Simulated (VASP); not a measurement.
Wanted: the native input for a VASP 6.6.1 run.

* Task: single point
* Functional: PBE
* Potentials or basis: VASP PAW PBE potentials, release 64 (Hf_pv, O)
* Cutoff: 520 eV
* k mesh: 2 × 2 × 2
* Occupations: gaussian, width 0.05 eV
* Spin: collinear spin
* Dipole correction: no
* Further INCAR settings: LREAL = Auto; ALGO = Normal; EDIFF = 1e-06; NBANDS = 154

The structure of Hf11O24 (a cell with a defect) lies in POSCAR:

```
Hf11O24
1.0
   -5.1150000000      5.1150000000      0.0000000000
    0.0000000000      5.1150000000      5.1150000000
    2.5575000000      7.6725000000     -5.1150000000
Hf O
11 24
Direct
    0.6698065191      0.3314076067      0.3293739333
    0.3295553688      0.6696645696      0.6715861548
    0.4994670498      0.5004448233      0.0005416852
    0.1672390047      0.8361241672      0.3262376051
    0.8321227382      0.1648158995      0.6748567696
   -0.0003397189      0.5006612891      0.0003921288
    0.6708268957      0.8360624932      0.3260730129
    0.3283604867      0.1647841140      0.6749393172
    0.4994798561      0.0005975017      0.0005770994
    0.1649595413      0.3318985500      0.3386105374
    0.8342451683      0.6691962144      0.6624829212
    0.7729377430      0.3622247778      0.0918878381
    0.4603011117      0.6663044733      0.4141845245
    0.1318680710      0.0000956685      0.7360878863
    0.3164438013      0.8194862381      0.0905544428
    0.9558551355      0.1682600469      0.4197402276
    0.6314061116      0.5041243695      0.7440329724
    0.7735663610      0.8196676858      0.0907725624
    0.4568478261      0.1678040006      0.4193521142
    0.1205726696      0.5043731699      0.7440926864
    0.2865951673      0.3339179555      0.0938348728
    0.9577365414      0.6667133380      0.4173801761
    0.6314415726     -0.0067183041      0.7443801014
    0.3677000617      0.0072633860      0.2570201543
    0.0414247100      0.3340576028      0.5838195112
    0.7130119419      0.6668435133      0.9076645988
    0.8784893623      0.4970542517      0.2567291977
    0.5422724350      0.8336157574      0.5815450410
    0.2256054040      0.1819791265      0.9103182514
    0.3676204463      0.4975164898      0.2572522856
    0.0432455112      0.8332592500      0.5810700119
    0.6826788035      0.1817575800      0.9102903552
    0.8675506024      0.0006834095      0.2650380468
    0.5390232613      0.3344667564      0.5873153650
    0.2262451226      0.6383541915      0.9092723580
```

These files were run (other wordings do the same):

INCAR

```
PREC = Accurate
ENCUT = 520
EDIFF = 1E-6
ISMEAR = 0
SIGMA = 0.05
LREAL = Auto
LASPH = True
NELM = 150
ALGO = Normal
ISIF = 2
LWAVE = False
LCHARG = False
ISPIN = 2
MAGMOM = 0 0 0 0 0 0 0 0 0 0 0 0.1 0 0.13 0.05 0 0 0.05 0 0 0 0 0 0 0 0 0 0 0.05 0 0 0.05 0.14 0 0.09
LORBIT = 11
LMAXMIX = 4
GGA = PE
NBANDS = 154
LUSENCCL = False
```

KPOINTS

```
Automatic mesh
0
Gamma
  2 2 2
```

Potentials or basis: VASP PAW PBE potentials, release 64 (Hf_pv, O).

Command:

```bash
$ cat potpaw_PBE.64/Hf_pv/POTCAR potpaw_PBE.64/O/POTCAR > POTCAR
$ mpirun -np 1 vasp_std > vasp.out
```

Results of the run:

```json
{
  "Pressure": "-2.8 GPa",
  "Largest force": "0.109 eV/Å",
  "Band gap on the k mesh": "0.01 eV",
  "Net moment": "0.00 μB per cell",
  "Valence electrons inside the program's atomic spheres": "Hf 8.21, 8.19, 8.22, 8.30 (each value once); O 5.03, 5.05, 5.04, 5.07, 5.08, 5.02 (each value once)"
}
```

Caveat: the k points lie up to 0.53 Å⁻¹ apart; the smearing spreads over this small gap; spin-orbit coupling is left out, which moves the levels of the heavy elements.

Wall time 6.7 min on 1 × NVIDIA H100 80GB with 1 thread of AMD EPYC 7R13 Processor (Zen 3), on a shared host, peak memory 1.9 GiB.
